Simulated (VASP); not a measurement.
# ScPt (Pm-3m) in VASP: further runs

ScPt is run at these levels: LDA; tasks: single point, relaxation of cell and atoms.

Program: VASP 6.6.1. These are calculated values, not measurements. Logs are shortened: lines on timing, memory, paths and dates and some standing lists are left out, and cuts for length are marked.

### Step 1. The cell of the first run

The structure is cubic, space group Pm-3m (No. 221). The conventional cell has a = 3.229 Å, b = 3.229 Å, c = 3.229 Å, α = 90.00°, β = 90.00°, γ = 90.00°. Sc (site symmetry m-3m) has 8 Pt at 2.80 Å and 6 Sc at 3.23 Å within 3.7 Å. Pt (site symmetry m-3m) has 8 Sc at 2.80 Å and 6 Pt at 3.23 Å within 3.7 Å.

### Step 2. Single point, LDA

Input file INCAR:

```
SYSTEM = ScPt
PREC = Accurate
ENCUT = 520
EDIFF = 1E-7
ISMEAR = 0
SIGMA = 0.1
LREAL = .False.
LASPH = .True.
NELM = 80
ALGO = Normal
ISIF = 2
LWAVE = .False.
LCHARG = .True.
LELF = .True.
LVHAR = .True.
NBANDS = 18
```

Input file KPOINTS:

```
Automatic mesh
0
Gamma
  14 14 14
  0 0 0
```

Input file POSCAR:

```
ScPt
1.0
    3.2290422513      0.0000000000      0.0000000000
    0.0000000000      3.2290422513      0.0000000000
    0.0000000000      0.0000000000      3.2290422513
Sc Pt
1 1
Direct
    0.5000000000      0.5000000000      0.5000000000
    0.0000000000      0.0000000000      0.0000000000
```

Potentials or basis: VASP PAW LDA potentials, release 64 (Sc_sv, Pt).

Run with:

```sh
$ cat potpaw_LDA.64/Sc_sv/POTCAR potpaw_LDA.64/Pt/POTCAR > POTCAR
$ mpirun -np 1 vasp_std > vasp.out
```

OUTCAR:

```text
SYSTEM = ScPt
   PREC = Accurate
   ENCUT = 520
   EDIFF = 1E-7
   ISMEAR = 0
   LREAL = .False.
   LASPH = .True.
   NELM = 80
   ISIF = 2

 ion  position               nearest neighbor table
   1  0.500  0.500  0.500-   2 2.80   2 2.80   2 2.80   2 2.80   2 2.80   2 2.80   2 2.80   2 2.80

   2  0.000  0.000  0.000-   1 2.80   1 2.80   1 2.80   1 2.80   1 2.80   1 2.80   1 2.80   1 2.80

  LATTYP: Found a simple cubic cell.
 ALAT       =     3.2290422513

  Lattice vectors:

 A1 = (   3.2290422513,   0.0000000000,   0.0000000000)
 A2 = (   0.0000000000,   3.2290422513,   0.0000000000)
 A3 = (   0.0000000000,   0.0000000000,   3.2290422513)

Analysis of symmetry for initial positions (statically):
=====================================================================
 Subroutine PRICEL returns:
 Original cell was already a primitive cell.

 Routine SETGRP: Setting up the symmetry group for a
 simple cubic supercell.

 Subroutine GETGRP returns: Found 48 space group operations
 (whereof 48 operations were pure point group operations)
 out of a pool of 48 trial point group operations.

The static configuration has the point symmetry O_h .

Analysis of symmetry for dynamics (positions and initial velocities):
=====================================================================
 Subroutine PRICEL returns:
 Original cell was already a primitive cell.

 Routine SETGRP: Setting up the symmetry group for a
 simple cubic supercell.

 Subroutine GETGRP returns: Found 48 space group operations
 (whereof 48 operations were pure point group operations)
 out of a pool of 48 trial point group operations.

The dynamic configuration has the point symmetry O_h .

 Subroutine INISYM returns: Found 48 space group operations
 (whereof 48 operations are pure point group operations),
 and found     1 'primitive' translations

----------------------------------------------------------------------------------------

                                     Primitive cell

  volume of cell :      33.6683

  direct lattice vectors                    reciprocal lattice vectors
     3.229042251  0.000000000  0.000000000     0.309689351  0.000000000  0.000000000
     0.000000000  3.229042251  0.000000000     0.000000000  0.309689351  0.000000000
     0.000000000  0.000000000  3.229042251     0.000000000  0.000000000  0.309689351

  length of vectors
     3.229042251  3.229042251  3.229042251     0.309689351  0.309689351  0.309689351

  position of ions in fractional coordinates (direct lattice)
     0.500000000  0.500000000  0.500000000
     0.000000000  0.000000000  0.000000000

  ion indices of the primitive-cell ions
   primitive index   ion index
                 1           1
                 2           2

----------------------------------------------------------------------------------------

 KPOINTS: Automatic mesh

Automatic generation of k-mesh.
 Grid dimensions read from file:
 generate k-points for:   14   14   14

 Generating k-lattice:

  Cartesian coordinates                     Fractional coordinates (reciprocal lattice)
     0.022120668  0.000000000  0.000000000     0.071428571  0.000000000  0.000000000
     0.000000000  0.022120668  0.000000000     0.000000000  0.071428571  0.000000000
     0.000000000  0.000000000  0.022120668     0.000000000  0.000000000  0.071428571

  Length of vectors
     0.022120668  0.022120668  0.022120668

  Shift w.r.t. Gamma in fractional coordinates (k-lattice)
     0.000000000  0.000000000  0.000000000

 Subroutine IBZKPT returns following result:
 ===========================================

 Found    120 irreducible k-points:

 Following reciprocal coordinates:
            Coordinates               Weight
  0.000000  0.000000  0.000000      1.000000
  0.071429  0.000000  0.000000      6.000000
  0.142857  0.000000  0.000000      6.000000
  0.214286  0.000000  0.000000      6.000000
  0.285714  0.000000  0.000000      6.000000
  0.357143  0.000000  0.000000      6.000000
[... 16 lines left out ...]
  0.285714  0.214286  0.000000     24.000000
  0.357143  0.214286  0.000000     24.000000
 [... further k-points ...]
   k-points           NKPTS =    120   k-points in BZ     NKDIM =    120   number of bands    NBANDS=     18
   number of dos      NEDOS =    301   number of ions     NIONS =      2
   total plane-waves  NPLWV =  13824
   dimension x,y,z NGX =    24 NGY =   24 NGZ =   24
   dimension x,y,z NGXF=    48 NGYF=   48 NGZF=   48
   ions per type =               1   1
   NGX,Y,Z   is equivalent  to a cutoff of  12.36, 12.36, 12.36 a.u.
   NGXF,Y,Z  is equivalent  to a cutoff of  24.71, 24.71, 24.71 a.u.
 SYSTEM =  ScPt
   PREC   = accura    normal or accurate (medium, high low for compatibility)
   ISTART =      0    job   : 0-new  1-cont  2-samecut
   ICHARG =      2    charge: 1-file 2-atom 10-const
   ISPIN  =      1    spin polarized calculation?
   LNONCOLLINEAR =      F non collinear calculations
   LSORBIT =      F    spin-orbit coupling
   LASPH  =      T    aspherical Exc in radial PAW
   ENCUT  =  520.0 eV  38.22 Ry    6.18 a.u.   6.00  6.00  6.00*2*pi/ulx,y,z
   NELM   =     80;   NELMIN=  2; NELMDL= -5     # of ELM steps
   EDIFF  = 0.1E-06   stopping-criterion for ELM
   LREAL  =      F    real-space projection
   EDIFFG = 0.1E-05   stopping-criterion for IOM
   NSW    =      0    number of steps for IOM
   IBRION =     -1    ionic relax: 0-MD 1-quasi-New 2-CG
   NFREE  =      0    steps in history (QN), initial steepest desc. (CG)
   ISIF   =      2    stress and relaxation
   ISYM   =      2    0-nonsym 1-usesym 2-fastsym
   POTIM  = 0.5000    time-step for ionic-motion
   TEBEG  =    0.0;   TEEND  =   0.0 temperature during run
   PSTRESS=    0.0 pullay stress
   NELECT =      21.0000    total number of electrons
   NUPDOWN=      -1.0000    fix difference up-down
   EMIN   =  10.00;   EMAX   =-10.00  energy-range for DOS
   EFERMI =   0.00;   METHOD = LEGACY
   ISMEAR =     0;   SIGMA  =   0.10  broadening in eV -4-tet -1-fermi 0-gaus
   EFERMI_NEDOS =   21; number of points for ismear=-14 and -15
   IALGO  =     38    algorithm
   IMIX   =      4    mixing-type and parameters
     AMIX     =   0.40;   BMIX     =  1.00
     AMIX_MAG =   1.60;   BMIX_MAG =  1.00
  volume/ion in A,a.u.               =      16.83       113.60
  Fermi-wavevector in a.u.,A,eV,Ry     =   1.398752  2.643259 26.619914  1.956508
  Thomas-Fermi vector in A             =   2.521879
   LORBIT       =      0    0 simple, 1 ext, 2 COOP (PROOUT), +10 PAW based schemes
   GGA     = CA    functional components
   LHFCALC =     F    Hartree Fock is set to
   AEXX    =    0.0000 exact exchange contribution
   IVDW    =     0    specifies the selected vdW correction
   LEPSILON=     F    determine dielectric tensor
   LRPA    =     F    only Hartree local field effects (RPA)
 non-spin polarized calculation
 Gauss-broadening in eV      SIGMA  =   0.10
  energy-cutoff  :      520.00
  volume of cell :       33.67
 maximum number of plane-waves:       926
   NGX = 13   NGY = 13   NGZ = 13

 number of electron      21.0000002 magnetization

 Free energy of the ion-electron system (eV)
  ---------------------------------------------------
  ext. energy  EPLUGINS =         0.00000000
  ---------------------------------------------------
  free energy    TOTEN  =       -16.68634859 eV

  energy without entropy =      -16.68099385  energy(sigma->0) =      -16.68367122

 E-fermi :   8.2879     XC(G=0): -12.4367

 val. band max:        8.2567358297   @ k =   0.4286   0.4286   0.2143
 cond. band min:       8.3069559841   @ k =   0.4286   0.0714   0.0000
 fundamental gap:      0.0502201544
 Fermi energy:         8.2879004707

 k-point     1 :       0.0000    0.0000    0.0000
  band No.  band energies     occupation
      1     -40.8021      2.00000
      2     -19.6729      2.00000
      3     -19.6729      2.00000
      4     -19.6729      2.00000
      5       0.0122      2.00000
      6       2.8112      2.00000
[... 10 lines left out ...]
     17      15.8252      0.00000
     18      15.8252      0.00000

 k-point     2 :       0.0714    0.0000    0.0000
  band No.  band energies     occupation
      1     -40.8007      2.00000
      2     -19.6875      2.00000
      3     -19.6722      2.00000
      4     -19.6722      2.00000
      5       0.1104      2.00000
      6       2.8467      2.00000
[... 10 lines left out ...]
     17      16.1607      0.00000
     18      16.1607      0.00000

 k-point     3 :       0.1429    0.0000    0.0000
  band No.  band energies     occupation
      1     -40.7967      2.00000
      2     -19.7284      2.00000
      3     -19.6703      2.00000
      4     -19.6703      2.00000
      5       0.3969      2.00000
      6       2.9498      2.00000
[... 10 lines left out ...]
     17      17.0038      0.00000
     18      17.0038      0.00000

 k-point     4 :       0.2143    0.0000    0.0000
  band No.  band energies     occupation
      1     -40.7910      2.00000
      2     -19.7869      2.00000
      3     -19.6676      2.00000
      4     -19.6676      2.00000
      5       0.8462      2.00000
      6       3.1094      2.00000
[... 10 lines left out ...]
     17      18.1272      0.00000
     18      18.1272      0.00000

 k-point     5 :       0.2857    0.0000    0.0000
  band No.  band energies     occupation
      1     -40.7846      2.00000
      2     -19.8511      2.00000
      3     -19.6647      2.00000
      4     -19.6647      2.00000
      5       1.4060      2.00000
      6       3.3048      2.00000
[... 10 lines left out ...]
     17      19.4033      0.00000
     18      19.4033      0.00000

 k-point     6 :       0.3571    0.0000    0.0000
  band No.  band energies     occupation
      1     -40.7788      2.00000
      2     -19.9083      2.00000
      3     -19.6620      2.00000
      4     -19.6620      2.00000
      5       1.9805      2.00000
      6       3.5022      2.00000
[... 10 lines left out ...]
     17      20.7471      0.00000
     18      20.7471      0.00000

 k-point     7 :       0.4286    0.0000    0.0000
  band No.  band energies     occupation
      1     -40.7748      2.00000
      2     -19.9476      2.00000
      3     -19.6601      2.00000
      4     -19.6601      2.00000
      5       2.4220      2.00000
      6       3.6545      2.00000
[... 10 lines left out ...]
     17      22.0309      0.00000
     18      22.0320      0.00000

 k-point     8 :       0.5000    0.0000    0.0000
  band No.  band energies     occupation
      1     -40.7734      2.00000
      2     -19.9615      2.00000
      3     -19.6594      2.00000
      4     -19.6594      2.00000
      5       2.5871      2.00000
      6       3.7128      2.00000
[... 10 lines left out ...]
     17      22.3788      0.00000
     18      22.7488      0.00000
[... 229 lines left out ...]
     17      18.4939      0.00000
     18      20.9052      0.00000

 k-point    20 :       0.4286    0.1429    0.0000
  band No.  band energies     occupation
      1     -40.7704      2.00000
      2     -19.9367      2.00000
      3     -19.7068      2.00000
      4     -19.6545      2.00000
      5       2.5706      2.00000
      6       3.7838      2.00000
[... 10 lines left out ...]
     17      19.2654      0.00000
     18      21.7618      0.00000

 k-point    21 :       0.5000    0.1429    0.0000
  band No.  band energies     occupation
      1     -40.7691      2.00000
      2     -19.9502      2.00000
      3     -19.7057      2.00000
      4     -19.6537      2.00000
      5       2.7185      2.00000
      6       3.8951      2.00000
[... 10 lines left out ...]
     17      19.6256      0.00000
     18      21.3691      0.00000

 k-point    22 :       0.2143    0.2143    0.0000
  band No.  band energies     occupation
      1     -40.7807      2.00000
      2     -19.7853      2.00000
      3     -19.7633      2.00000
      4     -19.6598      2.00000
      5       1.5344      2.00000
      6       3.3968      2.00000
[... 10 lines left out ...]
     17      15.9218      0.00000
     18      19.2602      0.00000

 k-point    23 :       0.2857    0.2143    0.0000
  band No.  band energies     occupation
      1     -40.7748      2.00000
      2     -19.8362      2.00000
      3     -19.7654      2.00000
      4     -19.6553      2.00000
      5       1.9538      2.00000
      6       3.5162      2.00000
[... 10 lines left out ...]
     17      16.4265      0.00000
     18      20.1149      0.00000

 k-point    24 :       0.3571    0.2143    0.0000
  band No.  band energies     occupation
      1     -40.7695      2.00000
      2     -19.8888      2.00000
      3     -19.7601      2.00000
      4     -19.6513      2.00000
      5       2.3466      2.00000
      6       3.5960      2.00000
[... 10 lines left out ...]
     17      17.1926      0.00000
     18      21.1316      0.00000

 [... further k-points ...]

------------------------ aborting loop because EDIFF is reached ----------------------------------------

  FORCE on cell =-STRESS in cart. coord.  units (eV):
  Direction    XX          YY          ZZ          XY          YZ          ZX
  --------------------------------------------------------------------------------------
  -------------------------------------------------------------------------------------
  Total        0.1598059      0.1598059      0.1598059     -0.0000000      0.0000000     -0.0000000
  in kB        7.6047038      7.6047038      7.6047038     -0.0000000      0.0000000     -0.0000000
  external PRESSURE =       7.6047038 kB  Pullay stress =       0.0000000 kB

 VOLUME and BASIS-vectors are now :
 -----------------------------------------------------------------------------
  energy-cutoff  :      520.00
  volume of cell :       33.67
      direct lattice vectors                 reciprocal lattice vectors
     3.229042251  0.000000000  0.000000000     0.309689351  0.000000000  0.000000000
     0.000000000  3.229042251  0.000000000     0.000000000  0.309689351  0.000000000
     0.000000000  0.000000000  3.229042251     0.000000000  0.000000000  0.309689351

 POSITION                                       TOTAL-FORCE (eV/Angst)
 -----------------------------------------------------------------------------------
      1.61452      1.61452      1.61452         0.000000      0.000000      0.000000
      0.00000      0.00000      0.00000         0.000000      0.000000      0.000000
 -----------------------------------------------------------------------------------
    total drift:                                0.000000      0.000000     -0.000000

  FREE ENERGIE OF THE ION-ELECTRON SYSTEM (eV)
  ---------------------------------------------------
  free  energy   TOTEN  =       -16.6863485911 eV

  energy  without entropy=      -16.6809938525  energy(sigma->0) =      -16.68367122
```

Wall time 19 s (1 thread of Intel Xeon 6975P-C (Granite Rapids), shared host); peak memory 0.18 GiB.

What came out:

* Free energy: -16.6863 eV
* Pressure: 0.8 GPa
* Band gap on the k mesh: zero (an odd number of electrons rules out a gap without spin polarisation)

Caveat: spin-orbit coupling is left out, which moves the levels of the heavy elements.

(Continued in part 2 of 2.)
